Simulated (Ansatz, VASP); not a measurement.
# Yb: VASP beside Ansatz

```
CELL_PARAMETERS angstrom
0.00000 2.74310 2.74310
2.74310 0.00000 2.74310
2.74310 2.74310 0.00000
ATOMIC_POSITIONS crystal
Yb 0.00000 0.00000 0.00000
```

Alike in both runs: task single point; functional PBE; k mesh 12 × 12 × 12; occupations fermi-dirac, width 0.05 eV; non-collinear spin, spin-orbit coupling.

|  | VASP | Ansatz |
| --- | --- | --- |
| version | VASP 6.6.1 | Ansatz 0.2.0 |
| potentials or method | VASP PAW PBE potentials, release 64 (Yb), cutoff 520 eV | all-electron LAPW |

|  | VASP | Ansatz | Ansatz less VASP |
| --- | --- | --- | --- |
| pressure (GPa) | -2.9 | -2.7 | +0.25 |

Ansatz ran all-electron here, and VASP with PAW potentials.
